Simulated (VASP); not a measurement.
# Ag (Fm-3m) in VASP: a series of runs

The runs below take Ag through single point, relaxation of cell and atoms, with r2SCAN.

Everything below comes from runs of VASP 6.6.1. Logs are shortened: lines on timing, memory, paths and dates and some standing lists are left out, and cuts for length are marked.

### 1 The cell of the first run

The structure is cubic, space group Fm-3m (No. 225). Conventional cell: a = 4.101 Å, b = 4.101 Å, c = 4.101 Å, α = 90.00°, β = 90.00°, γ = 90.00°. Ag (site symmetry m-3m) has 12 Ag at 2.90 Å within 3.8 Å.

### 2 Single point, r2SCAN

Input file POSCAR:

```
Ag
1.0
    0.0000000000      2.0505250907      2.0505250907
    2.0505250907      0.0000000000      2.0505250907
    2.0505250907      2.0505250907      0.0000000000
Ag
1
Direct
    0.0000000000      0.0000000000      0.0000000000
```

Input file INCAR.step1:

```
SYSTEM = Ag
  PREC = Accurate
  ENCUT = 520
  ISMEAR = 0
  SIGMA = 0.1
  LREAL = .False.
  LASPH = .True.
  NELM = 60
  NBANDS = 12
  GGA = PE
  ALGO = Normal
  EDIFF = 1E-4
  LWAVE = .True.
  LCHARG = .False.
```

Input file INCAR.step2:

```
SYSTEM = Ag
  PREC = Accurate
  ENCUT = 520
  EDIFF = 1E-6
  ISMEAR = 0
  SIGMA = 0.1
  LREAL = .False.
  LASPH = .True.
  NELM = 60
  ALGO = Normal
  ISIF = 2
  LWAVE = .False.
  LCHARG = .False.
  METAGGA = R2SCAN
  LMIXTAU = .True.
  NBANDS = 12
  ISTART = 1
```

Input file KPOINTS:

```
regular mesh
0
Gamma
  11 11 11
  0 0 0
```

Potentials or basis: VASP PAW PBE potentials, release 64 (Ag).

The run is started by

```
> cat potpaw_PBE.64/Ag/POTCAR > POTCAR
> cp INCAR.step1 INCAR
> mpirun -np 1 vasp_std > vasp.out
> cp INCAR.step2 INCAR
> mpirun -np 1 vasp_std > vasp.out
```

OUTCAR:

```text
SYSTEM = Ag
   PREC = Accurate
   ENCUT = 520
   EDIFF = 1E-6
   ISMEAR = 0
   LREAL = .False.
   LASPH = .True.
   NELM = 60
   ISIF = 2
   METAGGA = R2SCAN
   ISTART = 1

 ion  position               nearest neighbor table
   1  0.000  0.000  0.000-

  LATTYP: Found a face centered cubic cell.
 ALAT       =     4.1010501814

  Lattice vectors:

 A1 = (   0.0000000000,   2.0505250907,   2.0505250907)
 A2 = (   2.0505250907,   0.0000000000,   2.0505250907)
 A3 = (   2.0505250907,   2.0505250907,   0.0000000000)

Analysis of symmetry for initial positions (statically):
=====================================================================
 Subroutine PRICEL returns:
 Original cell was already a primitive cell.

 Routine SETGRP: Setting up the symmetry group for a
 face centered cubic supercell.

 Subroutine GETGRP returns: Found 48 space group operations
 (whereof 48 operations were pure point group operations)
 out of a pool of 48 trial point group operations.

The static configuration has the point symmetry O_h .

Analysis of symmetry for dynamics (positions and initial velocities):
=====================================================================
 Subroutine PRICEL returns:
 Original cell was already a primitive cell.

 Routine SETGRP: Setting up the symmetry group for a
 face centered cubic supercell.

 Subroutine GETGRP returns: Found 48 space group operations
 (whereof 48 operations were pure point group operations)
 out of a pool of 48 trial point group operations.

The dynamic configuration has the point symmetry O_h .

 Subroutine INISYM returns: Found 48 space group operations
 (whereof 48 operations are pure point group operations),
 and found     1 'primitive' translations

----------------------------------------------------------------------------------------

                                     Primitive cell

  volume of cell :      17.2435

  direct lattice vectors                    reciprocal lattice vectors
     0.000000000  2.050525091  2.050525091    -0.243839981  0.243839981  0.243839981
     2.050525091  0.000000000  2.050525091     0.243839981 -0.243839981  0.243839981
     2.050525091  2.050525091  0.000000000     0.243839981  0.243839981 -0.243839981

  length of vectors
     2.899880393  2.899880393  2.899880393     0.422343237  0.422343237  0.422343237

  position of ions in fractional coordinates (direct lattice)
     0.000000000  0.000000000  0.000000000

  ion indices of the primitive-cell ions
   primitive index   ion index
[... 75 lines left out ...]
   EDIFFG = 0.1E-04   stopping-criterion for IOM
   NSW    =      0    number of steps for IOM
   IBRION =     -1    ionic relax: 0-MD 1-quasi-New 2-CG
   NFREE  =      0    steps in history (QN), initial steepest desc. (CG)
   ISIF   =      2    stress and relaxation
   ISYM   =      2    0-nonsym 1-usesym 2-fastsym
   POTIM  = 0.5000    time-step for ionic-motion
   TEBEG  =    0.0;   TEEND  =   0.0 temperature during run
   PSTRESS=    0.0 pullay stress
   NELECT =      11.0000    total number of electrons
   NUPDOWN=      -1.0000    fix difference up-down
   EMIN   =  10.00;   EMAX   =-10.00  energy-range for DOS
   EFERMI =   0.00;   METHOD = LEGACY
   ISMEAR =     0;   SIGMA  =   0.10  broadening in eV -4-tet -1-fermi 0-gaus
   EFERMI_NEDOS =   21; number of points for ismear=-14 and -15
   IALGO  =     38    algorithm
   IMIX   =      4    mixing-type and parameters
     AMIX     =   0.40;   BMIX     =  1.00
     AMIX_MAG =   1.60;   BMIX_MAG =  1.00
  volume/ion in A,a.u.               =      17.24       116.36
  Fermi-wavevector in a.u.,A,eV,Ry     =   1.409280  2.663153 27.022127  1.986070
  Thomas-Fermi vector in A             =   2.531352
   LORBIT       =      0    0 simple, 1 ext, 2 COOP (PROOUT), +10 PAW based schemes
   METAGGA = R2SCAN    functional components
   LHFCALC =     F    Hartree Fock is set to
   AEXX    =    0.0000 exact exchange contribution
   IVDW    =     0    specifies the selected vdW correction
   LEPSILON=     F    determine dielectric tensor
   LRPA    =     F    only Hartree local field effects (RPA)
 non-spin polarized calculation
 Gauss-broadening in eV      SIGMA  =   0.10
  energy-cutoff  :      520.00
  volume of cell :       17.24
 maximum number of plane-waves:       483
 NGX is ok and might be reduce to    24
   NGX = 11   NGY = 11   NGZ = 11

 number of electron      10.9999999 magnetization

 Free energy of the ion-electron system (eV)
  ---------------------------------------------------
  ext. energy  EPLUGINS =         0.00000000
  ---------------------------------------------------
  free energy    TOTEN  =       -21.35929925 eV

  energy without entropy =      -21.35683246  energy(sigma->0) =      -21.35806586

 E-fermi :   8.5703     XC(G=0): -12.8941

 val. band max:        8.5550186410   @ k =  -0.4545   0.0909   0.0000
 cond. band min:       8.6088674667   @ k =  -0.2727   0.2727   0.0000
 fundamental gap:      0.0538488257
 Fermi energy:         8.5702697920

 k-point     1 :       0.0000    0.0000    0.0000
  band No.  band energies     occupation
      1       0.3996      2.00000
      2       3.1712      2.00000
      3       3.1712      2.00000
      4       3.1712      2.00000
      5       4.1943      2.00000
      6       4.1943      2.00000
      7      24.8964      0.00000
      8      28.5613      0.00000
      9      28.5613      0.00000
     10      28.5613      0.00000
     11      33.4968      0.00000
     12      34.4671      0.00000
[... 331 lines left out ...]
 k-point    24 :      -0.1818    0.1818    0.0000
  band No.  band energies     occupation
      1       2.3977      2.00000
      2       2.7767      2.00000
      3       3.4102      2.00000
      4       3.7862      2.00000
      5       3.8090      2.00000
      6       5.4262      2.00000
      7      20.5912      0.00000
      8      20.9409      0.00000
      9      27.5640      0.00000
     10      29.4206      0.00000
     11      30.0025      0.00000
     12      33.6267      0.00000

 [... further k-points ...]
[... 5 lines left out ...]
  --------------------------------------------------------------------------------------
  -------------------------------------------------------------------------------------
  Total        0.0120903      0.0120903      0.0120903      0.0000000      0.0000000     -0.0000000
  in kB        1.1233657      1.1233657      1.1233657      0.0000000      0.0000000     -0.0000000
  external PRESSURE =       1.1233657 kB  Pullay stress =       0.0000000 kB

 VOLUME and BASIS-vectors are now :
 -----------------------------------------------------------------------------
  energy-cutoff  :      520.00
  volume of cell :       17.24
      direct lattice vectors                 reciprocal lattice vectors
     0.000000000  2.050525091  2.050525091    -0.243839981  0.243839981  0.243839981
     2.050525091  0.000000000  2.050525091     0.243839981 -0.243839981  0.243839981
     2.050525091  2.050525091  0.000000000     0.243839981  0.243839981 -0.243839981

 POSITION                                       TOTAL-FORCE (eV/Angst)
 -----------------------------------------------------------------------------------
      0.00000      0.00000      0.00000         0.000000      0.000000      0.000000
 -----------------------------------------------------------------------------------
    total drift:                               -0.000000     -0.000000     -0.000000

  FREE ENERGIE OF THE ION-ELECTRON SYSTEM (eV)
  ---------------------------------------------------
  free  energy   TOTEN  =       -21.3592992488 eV

  energy  without entropy=      -21.3568324617  energy(sigma->0) =      -21.35806586
```

OUTCAR.step1:

```text
SYSTEM = Ag
   PREC = Accurate
   ENCUT = 520
   ISMEAR = 0
   LREAL = .False.
   LASPH = .True.
   NELM = 60
[... 577 lines left out ...]
 -----------------------------------------------------------------------------------
      0.00000      0.00000      0.00000         0.000000     -0.000000      0.000000
 -----------------------------------------------------------------------------------
    total drift:                               -0.000000      0.000000     -0.000000

  FREE ENERGIE OF THE ION-ELECTRON SYSTEM (eV)
  ---------------------------------------------------
  free  energy   TOTEN  =        -2.7145143601 eV

  energy  without entropy=       -2.7124207832  energy(sigma->0) =       -2.71346757
```

It took 30 s on 1 thread of Intel Xeon Platinum 8259CL at 2.50GHz (Skylake/Cascade Lake), shared host; peak memory 0.15 GiB.

What came out:

```yaml
Free_energy: -21.3593 eV
Pressure: 0.1 GPa
```

Caveat: the PAW data sets were made with another functional, which shifts forces and pressure a little.

### 3 Relaxation of cell and atoms, r2SCAN

This run uses another cell than the first one, of 17.05 Å³/atom, 0.989 times its volume.

Input file POSCAR:

```
Ag
1.0
    0.0000000000      2.0427500000      2.0427500000
    2.0427500000      0.0000000000      2.0427500000
    2.0427500000      2.0427500000      0.0000000000
Ag
1
Direct
    0.0000000000      0.0000000000      0.0000000000
```

Input file INCAR.step1:

```
  PREC = Accurate
  ENCUT = 600
  ISMEAR = 0
  SIGMA = 0.1
  LREAL = F
  LASPH = T
  NELM = 100
  GGA = PE
  ALGO = Normal
  EDIFF = 1E-4
  LWAVE = T
  LCHARG = F
```

Input file INCAR.step2:

```
  PREC = Accurate
  ENCUT = 600
  EDIFF = 1E-6
  ISMEAR = 0
  SIGMA = 0.1
  LREAL = F
  LASPH = T
  NELM = 100
  ALGO = Normal
  ISIF = 3
  LWAVE = F
  LCHARG = F
  METAGGA = R2SCAN
  LMIXTAU = T
  IBRION = 2
  NSW = 60
  EDIFFG = -0.02
  ISTART = 1
```

Input file KPOINTS:

```
Automatic mesh
0
Gamma
  11 11 11
```

Potentials or basis: VASP PAW PBE potentials, release 64 (Ag).

The run is started by

```
> cat potpaw_PBE.64/Ag/POTCAR > POTCAR
> cp INCAR.step1 INCAR
> mpirun -np 1 vasp_std > vasp.out
> cp INCAR.step2 INCAR
> mpirun -np 1 vasp_std > vasp.out
```

OUTCAR:

```text
PREC = Accurate
   ENCUT = 600
   EDIFF = 1E-6
   ISMEAR = 0
   LREAL = F
   LASPH = T
   NELM = 100
   ISIF = 3
   METAGGA = R2SCAN
   IBRION = 2
   NSW = 60
   EDIFFG = -0.02
   ISTART = 1

 ion  position               nearest neighbor table
   1  0.000  0.000  0.000-

  LATTYP: Found a face centered cubic cell.
 ALAT       =     4.0855000000

  Lattice vectors:

 A1 = (   0.0000000000,   2.0427500000,   2.0427500000)
 A2 = (   2.0427500000,   0.0000000000,   2.0427500000)
 A3 = (   2.0427500000,   2.0427500000,   0.0000000000)

Analysis of symmetry for initial positions (statically):
=====================================================================
 Subroutine PRICEL returns:
 Original cell was already a primitive cell.

 Routine SETGRP: Setting up the symmetry group for a
 face centered cubic supercell.

 Subroutine GETGRP returns: Found 48 space group operations
 (whereof 48 operations were pure point group operations)
 out of a pool of 48 trial point group operations.

The static configuration has the point symmetry O_h .

Analysis of symmetry for dynamics (positions and initial velocities):
=====================================================================
 Subroutine PRICEL returns:
 Original cell was already a primitive cell.

 Routine SETGRP: Setting up the symmetry group for a
 face centered cubic supercell.

 Subroutine GETGRP returns: Found 48 space group operations
 (whereof 48 operations were pure point group operations)
 out of a pool of 48 trial point group operations.

The dynamic configuration has the point symmetry O_h .

 Subroutine INISYM returns: Found 48 space group operations
 (whereof 48 operations are pure point group operations),
 and found     1 'primitive' translations

[... 120 lines left out ...]
   IVDW    =     0    specifies the selected vdW correction
   LEPSILON=     F    determine dielectric tensor
   LRPA    =     F    only Hartree local field effects (RPA)
 conjugate gradient relaxation of ions
 non-spin polarized calculation
 Gauss-broadening in eV      SIGMA  =   0.10
  energy-cutoff  :      600.00
  volume of cell :       17.05
 maximum number of plane-waves:       578
   NGX = 11   NGY = 11   NGZ = 11

--------------------------------------- Ionic step        1  -------------------------------------------

 number of electron      10.9999999 magnetization

 Free energy of the ion-electron system (eV)
  ---------------------------------------------------
  ext. energy  EPLUGINS =         0.00000000
  ---------------------------------------------------
  free energy    TOTEN  =       -21.35784792 eV

  energy without entropy =      -21.35558361  energy(sigma->0) =      -21.35671577

------------------------ aborting loop because EDIFF is reached ----------------------------------------

  FORCE on cell =-STRESS in cart. coord.  units (eV):
  Direction    XX          YY          ZZ          XY          YZ          ZX
  --------------------------------------------------------------------------------------
  -------------------------------------------------------------------------------------
  Total        0.1416751      0.1416751      0.1416751      0.0000000      0.0000000      0.0000000
  in kB       13.3146101     13.3146101     13.3146101      0.0000000      0.0000000      0.0000000
  external PRESSURE =      13.3146101 kB  Pullay stress =       0.0000000 kB
[... 57 lines left out ...]
--------------------------------------- Ionic step        3  -------------------------------------------

 number of electron      10.9999999 magnetization

 Free energy of the ion-electron system (eV)
  ---------------------------------------------------
  ext. energy  EPLUGINS =         0.00000000
  ---------------------------------------------------
  free energy    TOTEN  =       -21.35870105 eV

  energy without entropy =      -21.35622059  energy(sigma->0) =      -21.35746082

 E-fermi :   8.5591     XC(G=0): -12.8872

 val. band max:        8.5447204707   @ k =  -0.4545   0.0909   0.0000
 cond. band min:       8.5961266295   @ k =  -0.2727   0.2727   0.0000
 fundamental gap:      0.0514061587
 Fermi energy:         8.5591178137

 k-point     1 :       0.0000    0.0000    0.0000
  band No.  band energies     occupation
      1       0.3951      2.00000
      2       3.1624      2.00000
      3       3.1624      2.00000
      4       3.1624      2.00000
      5       4.1838      2.00000
      6       4.1838      2.00000
      7      24.8827      0.00000
      8      28.5423      0.00000
      9      28.5423      0.00000
[... 265 lines left out ...]
 k-point    24 :      -0.1818    0.1818    0.0000
  band No.  band energies     occupation
      1       2.3911      2.00000
      2       2.7686      2.00000
      3       3.4013      2.00000
      4       3.7764      2.00000
      5       3.7991      2.00000
      6       5.4148      2.00000
      7      20.5722      0.00000
      8      20.9221      0.00000
      9      27.5446      0.00000

 [... further k-points ...]
[... 5 lines left out ...]
  --------------------------------------------------------------------------------------
  -------------------------------------------------------------------------------------
  Total        0.0049388      0.0049388      0.0049388     -0.0000000     -0.0000000      0.0000000
  in kB        0.4584837      0.4584837      0.4584837     -0.0000000     -0.0000000      0.0000000
  external PRESSURE =       0.4584837 kB  Pullay stress =       0.0000000 kB
[... 16 lines left out ...]
  FREE ENERGIE OF THE ION-ELECTRON SYSTEM (eV)
  ---------------------------------------------------
  free  energy   TOTEN  =       -21.3587010456 eV

  energy  without entropy=      -21.3562205864  energy(sigma->0) =      -21.35746082

 reached required accuracy - stopping structural energy minimisation
```

OUTCAR.step1:

```text
PREC = Accurate
   ENCUT = 600
   ISMEAR = 0
   LREAL = F
   LASPH = T
[... 503 lines left out ...]

 POSITION                                       TOTAL-FORCE (eV/Angst)
 -----------------------------------------------------------------------------------
      0.00000      0.00000      0.00000         0.000000      0.000000      0.000000
 -----------------------------------------------------------------------------------
    total drift:                               -0.000000      0.000000      0.000000

  FREE ENERGIE OF THE ION-ELECTRON SYSTEM (eV)
  ---------------------------------------------------
  free  energy   TOTEN  =        -2.7098734865 eV

  energy  without entropy=       -2.7079848288  energy(sigma->0) =       -2.70892916
```

OSZICAR.step1:

```text
N       E                     dE             d eps       ncg     rms          rms(c)
DAV:   1     0.518086928846E+02    0.51809E+02   -0.61660E+03  1016   0.124E+03
DAV:   2    -0.254002114746E+01   -0.54349E+02   -0.51891E+02  1036   0.227E+02
DAV:   3    -0.296832577380E+01   -0.42830E+00   -0.42815E+00  1169   0.248E+01
DAV:   4    -0.296939619178E+01   -0.10704E-02   -0.10704E-02  1191   0.113E+00
DAV:   5    -0.296940372456E+01   -0.75328E-05   -0.75329E-05  1047   0.829E-02    0.522E+00
DAV:   6    -0.272135482650E+01    0.24805E+00   -0.11597E+00  1028   0.117E+01    0.336E+00
DAV:   7    -0.271280070546E+01    0.85541E-02   -0.12796E-02  1079   0.124E+00    0.188E+00
DAV:   8    -0.270986686778E+01    0.29338E-02   -0.71418E-04  1035   0.274E-01    0.810E-02
DAV:   9    -0.270987348653E+01   -0.66188E-05   -0.58196E-06   575   0.244E-02
   1 F= -.27098735E+01 E0= -.27089292E+01  d E =-.188866E-02
```

It took 64 s on 1 thread of Intel Xeon Platinum 8259CL at 2.50GHz (Skylake/Cascade Lake), shared host; peak memory 0.15 GiB.

Results:

```
Free energy                            : -21.3587 eV
Relaxed volume                         : 17.26 Å³/atom
Relaxed cell                           : a = 2.901 Å, b = 2.901 Å, c = 2.901 Å, α = 60.00°, β = 60.00°, γ = 60.00°
Space group after relaxing (to 0.05 Å) : Fm-3m (No. 225)
Energy gained by relaxing              : 0.9 meV/atom
Ionic steps                            : 3
Pressure after relaxing                : 0.0 GPa
```

The path:
| step | energy change (eV) | largest force (eV/Å) | pressure (GPa) | volume (Å³) |
| --- | --- | --- | --- | --- |
| 1 | 0.0000 | 0.0000 | 1.33 | 17.05 |
| 2 | -0.0005 | 0.0000 | -0.79 | 17.40 |
| 3 | -0.0009 | 0.0000 | 0.05 | 17.26 |

Final structure:
```cif
data_structure
_symmetry_space_group_name_H-M 'P 1'
_symmetry_Int_Tables_number 1
_cell_length_a 2.9007
_cell_length_b 2.9007
_cell_length_c 2.9007
_cell_angle_alpha 60.000
_cell_angle_beta 60.000
_cell_angle_gamma 60.000
_cell_volume 17.26
loop_
_atom_site_label
_atom_site_type_symbol
_atom_site_fract_x
_atom_site_fract_y
_atom_site_fract_z
_atom_site_occupancy
Ag1 Ag 0.00000 0.00000 0.00000 1
```

Caveat: the PAW data sets were made with another functional, which shifts forces and pressure a little. Zero-point motion and thermal expansion aren't in these numbers.
